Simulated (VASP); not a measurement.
# Cu (Fm-3m) in VASP: a series of runs

The runs below take Cu through single point, relaxation of cell and atoms, with PBE.

Everything below comes from runs of VASP 6.6.1. Logs are shortened: lines on timing, memory, paths and dates and some standing lists are left out, and cuts for length are marked.

## Step 1: The cell of the first run

Symmetry: Fm-3m, No. 225, cubic system. The conventional cell has a = 3.630 Å, b = 3.630 Å, c = 3.630 Å, α = 90.00°, β = 90.00°, γ = 90.00°. Cu (site symmetry m-3m) has 12 Cu at 2.57 Å within 3.4 Å.

## Step 2: Single point, PBE

INCAR

```
  PREC = Accurate
  ENCUT = 520
  EDIFF = 1E-7
  ISMEAR = -1
  SIGMA = 0.1
  LREAL = F
  LASPH = T
  NELM = 60
  ALGO = Normal
  ISIF = 2
  LWAVE = F
  LCHARG = F
  GGA = PE
  NBANDS = 12
```

KPOINTS

```
Automatic mesh
0
Gamma
  20 20 20
```

POSCAR

```
Cu
1.0
    0.0000000000      1.8147994276      1.8147994276
    1.8147994276      0.0000000000      1.8147994276
    1.8147994276      1.8147994276      0.0000000000
Cu
1
Direct
    0.0000000000      0.0000000000      0.0000000000
```

Potentials or basis: VASP PAW PBE potentials, release 64 (Cu).

The run is started by

```bash
cat potpaw_PBE.64/Cu/POTCAR > POTCAR
mpirun -np 1 vasp_std > vasp.out
```

OUTCAR:

```text
PREC = Accurate
   ENCUT = 520
   EDIFF = 1E-7
   ISMEAR = -1
   LREAL = F
   LASPH = T
   NELM = 60
   ISIF = 2
   GGA = PE

 ion  position               nearest neighbor table
   1  0.000  0.000  0.000-

  LATTYP: Found a face centered cubic cell.
 ALAT       =     3.6295988552

  Lattice vectors:

 A1 = (   0.0000000000,   1.8147994276,   1.8147994276)
 A2 = (   1.8147994276,   0.0000000000,   1.8147994276)
 A3 = (   1.8147994276,   1.8147994276,   0.0000000000)

Analysis of symmetry for initial positions (statically):
=====================================================================
 Subroutine PRICEL returns:
 Original cell was already a primitive cell.

 Routine SETGRP: Setting up the symmetry group for a
 face centered cubic supercell.

 Subroutine GETGRP returns: Found 48 space group operations
 (whereof 48 operations were pure point group operations)
 out of a pool of 48 trial point group operations.

The static configuration has the point symmetry O_h .

Analysis of symmetry for dynamics (positions and initial velocities):
=====================================================================
 Subroutine PRICEL returns:
 Original cell was already a primitive cell.

 Routine SETGRP: Setting up the symmetry group for a
 face centered cubic supercell.

 Subroutine GETGRP returns: Found 48 space group operations
 (whereof 48 operations were pure point group operations)
 out of a pool of 48 trial point group operations.

The dynamic configuration has the point symmetry O_h .

 Subroutine INISYM returns: Found 48 space group operations
 (whereof 48 operations are pure point group operations),
 and found     1 'primitive' translations

----------------------------------------------------------------------------------------

                                     Primitive cell

  volume of cell :      11.9541

  direct lattice vectors                    reciprocal lattice vectors
     0.000000000  1.814799428  1.814799428    -0.275512540  0.275512540  0.275512540
     1.814799428  0.000000000  1.814799428     0.275512540 -0.275512540  0.275512540
     1.814799428  1.814799428  0.000000000     0.275512540  0.275512540 -0.275512540

  length of vectors
     2.566513963  2.566513963  2.566513963     0.477201718  0.477201718  0.477201718

  position of ions in fractional coordinates (direct lattice)
     0.000000000  0.000000000  0.000000000

  ion indices of the primitive-cell ions
   primitive index   ion index
                 1           1

----------------------------------------------------------------------------------------

 KPOINTS: Automatic mesh

Automatic generation of k-mesh.
 Grid dimensions read from file:
 generate k-points for:   20   20   20

 Generating k-lattice:

  Cartesian coordinates                     Fractional coordinates (reciprocal lattice)
    -0.013775627  0.013775627  0.013775627     0.050000000  0.000000000  0.000000000
     0.013775627 -0.013775627  0.013775627     0.000000000  0.050000000  0.000000000
     0.013775627  0.013775627 -0.013775627     0.000000000  0.000000000  0.050000000

  Length of vectors
     0.023860086  0.023860086  0.023860086

  Shift w.r.t. Gamma in fractional coordinates (k-lattice)
     0.000000000  0.000000000  0.000000000

 Subroutine IBZKPT returns following result:
 ===========================================

 Found    256 irreducible k-points:

 Following reciprocal coordinates:
            Coordinates               Weight
  0.000000  0.000000  0.000000      1.000000
  0.050000  0.000000  0.000000      8.000000
  0.100000  0.000000  0.000000      8.000000
  0.150000  0.000000  0.000000      8.000000
  0.200000  0.000000  0.000000      8.000000
  0.250000  0.000000  0.000000      8.000000
[... 16 lines left out ...]
 -0.400000  0.050000  0.000000     24.000000
 -0.350000  0.050000  0.000000     24.000000
 [... further k-points ...]
   k-points           NKPTS =    256   k-points in BZ     NKDIM =    256   number of bands    NBANDS=     12
   number of dos      NEDOS =    301   number of ions     NIONS =      1
   total plane-waves  NPLWV =   8000
   dimension x,y,z NGX =    20 NGY =   20 NGZ =   20
   dimension x,y,z NGXF=    40 NGYF=   40 NGZF=   40
   ions per type =               1
   NGX,Y,Z   is equivalent  to a cutoff of  12.95, 12.95, 12.95 a.u.
   NGXF,Y,Z  is equivalent  to a cutoff of  25.91, 25.91, 25.91 a.u.
 SYSTEM =  unknown system
   PREC   = accura    normal or accurate (medium, high low for compatibility)
   ISTART =      0    job   : 0-new  1-cont  2-samecut
   ICHARG =      2    charge: 1-file 2-atom 10-const
   ISPIN  =      1    spin polarized calculation?
   LNONCOLLINEAR =      F non collinear calculations
   LSORBIT =      F    spin-orbit coupling
   LASPH  =      T    aspherical Exc in radial PAW
   ENCUT  =  520.0 eV  38.22 Ry    6.18 a.u.   4.77  4.77  4.77*2*pi/ulx,y,z
   NELM   =     60;   NELMIN=  2; NELMDL= -5     # of ELM steps
   EDIFF  = 0.1E-06   stopping-criterion for ELM
   LREAL  =      F    real-space projection
   EDIFFG = 0.1E-05   stopping-criterion for IOM
   NSW    =      0    number of steps for IOM
   IBRION =     -1    ionic relax: 0-MD 1-quasi-New 2-CG
   NFREE  =      0    steps in history (QN), initial steepest desc. (CG)
   ISIF   =      2    stress and relaxation
   ISYM   =      2    0-nonsym 1-usesym 2-fastsym
   POTIM  = 0.5000    time-step for ionic-motion
   TEBEG  =    0.0;   TEEND  =   0.0 temperature during run
   PSTRESS=    0.0 pullay stress
   NELECT =      11.0000    total number of electrons
   NUPDOWN=      -1.0000    fix difference up-down
   EMIN   =  10.00;   EMAX   =-10.00  energy-range for DOS
   EFERMI =   0.00;   METHOD = LEGACY
   ISMEAR =    -1;   SIGMA  =   0.10  broadening in eV -4-tet -1-fermi 0-gaus
   EFERMI_NEDOS =   21; number of points for ismear=-14 and -15
   IALGO  =     38    algorithm
   IMIX   =      4    mixing-type and parameters
     AMIX     =   0.40;   BMIX     =  1.00
     AMIX_MAG =   1.60;   BMIX_MAG =  1.00
  volume/ion in A,a.u.               =      11.95        80.67
  Fermi-wavevector in a.u.,A,eV,Ry     =   1.592333  3.009072 34.497882  2.535523
  Thomas-Fermi vector in A             =   2.690734
   LORBIT       =      0    0 simple, 1 ext, 2 COOP (PROOUT), +10 PAW based schemes
   GGA     = PE    functional components
   LHFCALC =     F    Hartree Fock is set to
   AEXX    =    0.0000 exact exchange contribution
   IVDW    =     0    specifies the selected vdW correction
   LEPSILON=     F    determine dielectric tensor
   LRPA    =     F    only Hartree local field effects (RPA)
 non-spin polarized calculation
  energy-cutoff  :      520.00
  volume of cell :       11.95
 maximum number of plane-waves:       332
   NGX =  9   NGY =  9   NGZ =  9

 number of electron      10.9999997 magnetization

 Free energy of the ion-electron system (eV)
  ---------------------------------------------------
  ext. energy  EPLUGINS =         0.00000000
  ---------------------------------------------------
  free energy    TOTEN  =        -3.73335444 eV

  energy without entropy =       -3.72393439  energy(sigma->0) =       -3.72864442

 E-fermi :   7.4335     XC(G=0): -12.6559

 val. band max:        7.3896351762   @ k =   0.5000   0.2500   0.1000
 cond. band min:       7.4554429572   @ k =   0.5000   0.3500   0.1500
 fundamental gap:      0.0658077810
 Fermi energy:         7.4334705665

 k-point     1 :       0.0000    0.0000    0.0000
  band No.  band energies     occupation
      1      -1.8230      2.00000
      2       4.4455      2.00000
      3       4.4455      2.00000
      4       4.4455      2.00000
      5       5.2521      2.00000
      6       5.2521      2.00000
      7      29.9338      0.00000
      8      32.4843      0.00000
      9      32.4843      0.00000
     10      32.4843      0.00000
     11      34.9668      0.00000
     12      34.9668      0.00000

 k-point     2 :       0.0500    0.0000    0.0000
  band No.  band energies     occupation
      1      -1.7326      2.00000
      2       4.4265      2.00000
      3       4.4627      2.00000
      4       4.4627      2.00000
      5       5.2452      2.00000
      6       5.2452      2.00000
      7      29.4264      0.00000
      8      31.2729      0.00000
      9      32.1789      0.00000
     10      32.1789      0.00000
     11      35.4020      0.00000
     12      35.4020      0.00000

 k-point     3 :       0.1000    0.0000    0.0000
  band No.  band energies     occupation
      1      -1.4637      2.00000
      2       4.3736      2.00000
      3       4.5085      2.00000
      4       4.5085      2.00000
      5       5.2299      2.00000
      6       5.2299      2.00000
      7      27.3805      0.00000
      8      30.6503      0.00000
      9      31.5878      0.00000
     10      31.5878      0.00000
     11      36.3532      0.00000
     12      36.3532      0.00000
[... 286 lines left out ...]
 k-point    23 :      -0.4000    0.0500    0.0000
  band No.  band energies     occupation
      1       2.3143      2.00000
      2       4.4221      2.00000
      3       4.4674      2.00000
      4       5.1665      2.00000
      5       5.6885      2.00000
      6       6.1562      1.99999
      7      12.8045      0.00000
      8      27.1574      0.00000
      9      29.0830      0.00000
     10      29.6902      0.00000
     11      32.6423      0.00000
     12      34.0121      0.00000

 k-point    24 :      -0.3500    0.0500    0.0000
  band No.  band energies     occupation
      1       1.9656      2.00000
      2       4.4716      2.00000
      3       4.5106      2.00000
      4       4.6476      2.00000
      5       5.5621      2.00000
      6       5.8409      2.00000
      7      14.6459      0.00000
      8      27.0908      0.00000
      9      29.4880      0.00000
     10      30.3980      0.00000
     11      32.7290      0.00000
     12      34.4504      0.00000

 [... further k-points ...]

------------------------ aborting loop because EDIFF is reached ----------------------------------------

  FORCE on cell =-STRESS in cart. coord.  units (eV):
  Direction    XX          YY          ZZ          XY          YZ          ZX
  --------------------------------------------------------------------------------------
  -------------------------------------------------------------------------------------
  Total        0.0429842      0.0429842      0.0429842      0.0000000      0.0000000     -0.0000000
  in kB        5.7610746      5.7610746      5.7610746      0.0000000      0.0000000     -0.0000000
  external PRESSURE =       5.7610746 kB  Pullay stress =       0.0000000 kB

 VOLUME and BASIS-vectors are now :
 -----------------------------------------------------------------------------
  energy-cutoff  :      520.00
  volume of cell :       11.95
      direct lattice vectors                 reciprocal lattice vectors
     0.000000000  1.814799428  1.814799428    -0.275512540  0.275512540  0.275512540
     1.814799428  0.000000000  1.814799428     0.275512540 -0.275512540  0.275512540
     1.814799428  1.814799428  0.000000000     0.275512540  0.275512540 -0.275512540

 POSITION                                       TOTAL-FORCE (eV/Angst)
 -----------------------------------------------------------------------------------
      0.00000      0.00000      0.00000         0.000000      0.000000      0.000000
 -----------------------------------------------------------------------------------
    total drift:                                0.000000      0.000000      0.000000

  FREE ENERGIE OF THE ION-ELECTRON SYSTEM (eV)
  ---------------------------------------------------
  free  energy   TOTEN  =        -3.7333544449 eV

  energy  without entropy=       -3.7239343866  energy(sigma->0) =       -3.72864442
```

Run time: 17 s. Hardware: 1 thread of Intel Xeon Platinum 8559C (Emerald Rapids), shared host; peak memory 0.14 GiB.

What came out:

| Property | Result |
| --- | --- |
| Free energy | -3.7334 eV |
| Pressure | 0.6 GPa |

## Step 3: Single point, PBE

This run uses another cell than the first one: it holds 2 atoms, not 1.

INCAR

```
PREC = Accurate
ENCUT = 520
EDIFF = 1E-7
ISMEAR = -1
SIGMA = 0.1
LREAL = False
LASPH = True
NELM = 80
ALGO = Normal
ISIF = 2
LWAVE = False
LCHARG = False
GGA = PE
NBANDS = 18
```

KPOINTS

```
regular mesh
0
Gamma
  14 14 10
```

POSCAR

```
Cu
1.0
    1.8147994276      1.8147994276      0.0000000000
   -1.8147994276      1.8147994276      0.0000000000
    0.0000000000      0.0000000000      3.6295988553
Cu
2
Direct
    0.0000000000      0.0000000000      0.0000000000
    0.5000000000      0.5000000000      0.5000000000
```

Potentials or basis: VASP PAW PBE potentials, release 64 (Cu).

The run is started by

```bash
cat potpaw_PBE.64/Cu/POTCAR > POTCAR
mpirun -np 1 vasp_std > vasp.out
```

It took 35 s on 1 thread of Intel Xeon Platinum 8559C (Emerald Rapids), shared host; peak memory 0.18 GiB.

Results (log left out):

| Property | Result |
| --- | --- |
| Free energy | -7.4655 eV |
| Pressure | 0.6 GPa |
| Band gap on the k mesh | zero (band 11 reaches 13.59 eV, above the bottom of band 12 at 5.52 eV) |

Levels at points of the mesh, in eV from the Fermi level:
```tsv
k point	band 7	band 8	band 9	band 10	band 11	band 12	band 13	band 14	band 15	band 16
(0.00, 0.00, 0.00)	-2.19	-2.19	-1.65	-1.49	-1.49	1.50	7.02	12.98	12.98	17.45
(0.50, 0.00, 0.00)	-2.51	-2.51	-2.19	-2.19	-0.32	-0.32	9.63	9.63	10.80	10.80
(0.50, 0.50, 0.00)	-1.49	-1.49	-1.49	-1.49	1.50	1.50	7.02	7.02	12.98	12.98
(0.00, 0.00, 0.50)	-2.35	-2.35	-2.35	-2.35	-1.93	-1.93	16.96	16.96	16.96	16.96
(0.50, 0.00, 0.50)	-1.63	-1.63	-1.63	-1.63	-0.97	-0.97	3.69	3.69	20.99	20.99
(0.50, 0.50, 0.50)	-2.23	-2.23	-1.49	-1.49	6.15	6.15	6.15	6.15	8.24	8.24
```

## Step 4: Relaxation of cell and atoms, PBE

INCAR

```
PREC     = Accurate       # precision mode
ENCUT    = 600            # plane-wave cutoff, eV
EDIFF    = 1E-6           # SCF threshold, eV
ISMEAR   = -1             # smearing method
SIGMA    = 0.1            # smearing width, eV
LREAL    = False          # projectors in reciprocal space
LASPH    = True           # aspherical terms in the spheres
NELM     = 80             # most SCF steps
ALGO     = Normal         # electronic algorithm
ISIF     = 3              # what is computed and relaxed
LWAVE    = False          # write WAVECAR
LCHARG   = False          # write CHGCAR
GGA      = PE             # functional
IBRION   = 2              # ionic algorithm
NSW      = 60             # ionic steps
EDIFFG   = -0.005         # ionic threshold
```

KPOINTS

```
regular mesh
0
Gamma
  20 20 20
```

POSCAR

```
Cu
1.0
    0.0000000000      1.8145933008      1.8145933008
    1.8145933008      0.0000000000      1.8145933008
    1.8145933008      1.8145933008      0.0000000000
Cu
1
Direct
    0.0000000000      0.0000000000      0.0000000000
```

The run is started by

```bash
cat potpaw_PBE.64/Cu/POTCAR > POTCAR
mpirun -np 1 vasp_std > vasp.out
```

Wall time 30 s (1 thread of Intel Xeon Platinum 8559C (Emerald Rapids), shared host); peak memory 0.16 GiB.

Results (log left out):

| Property | Result |
| --- | --- |
| Free energy | -3.7335 eV |
| Relaxed volume | 12.01 Å³/atom |
| Relaxed cell | a = 2.570 Å, b = 2.570 Å, c = 2.570 Å, α = 60.00°, β = 60.00°, γ = 60.00° |
| Space group after relaxing (to 0.05 Å) | Fm-3m (No. 225) |
| Energy gained by relaxing | 0.1 meV/atom |
| Ionic steps | 3 |
| Pressure after relaxing | 0.0 GPa |

Step by step:
```tsv
step	energy change (eV)	largest force (eV/Å)	pressure (GPa)	volume (Å³)
1	0.0000	0.0000	0.69	11.95
2	-0.0001	0.0000	-0.25	12.04
3	-0.0001	0.0000	0.02	12.01
```

Final structure:
```
CELL_PARAMETERS angstrom
0.00000 1.81749 1.81749
1.81749 0.00000 1.81749
1.81749 1.81749 0.00000
ATOMIC_POSITIONS crystal
Cu 0.00000 0.00000 0.00000
```

Levels at points of the mesh, in eV from the Fermi level:
| k point | band 2 | band 3 | band 4 | band 5 | band 6 | band 7 | band 8 | band 9 |
| --- | --- | --- | --- | --- | --- | --- | --- | --- |
| (0.00, 0.00, 0.00) | -2.97 | -2.97 | -2.97 | -2.17 | -2.17 | 22.46 | 24.98 | 24.98 |
| (0.50, 0.00, 0.00) | -3.01 | -3.01 | -1.62 | -1.62 | -0.95 | 3.68 | 20.97 | 21.82 |
| (0.50, 0.50, 0.00) | -4.33 | -1.64 | -1.48 | -1.48 | 1.51 | 7.00 | 12.96 | 12.96 |

## Step 5: The runs side by side

| task | cell | k mesh | cutoff (eV) | gap on the mesh (eV) | pressure (GPa) |
| --- | --- | --- | --- | --- | --- |
| single point | a = 2.567 Å, angles 60.0°, 1 atom | 20 × 20 × 20 | 520 | none | 0.6 |
| single point | a = 2.567, b = 2.567, c = 3.630 Å, 2 atoms | 14 × 14 × 10 | 520 | none | 0.6 |
| relaxation of cell and atoms | relaxed from a = 2.566 Å, angles 60.0°, 1 atom | 20 × 20 × 20 | 600 | none | 0.0 |

Alike in all rows: level PBE; potentials or basis VASP PAW PBE potentials, release 64 (Cu); no spin polarisation; smearing fermi-dirac 0.1 eV.

Total energies depend on the potentials used, so only differences within one code and one set of settings carry meaning.
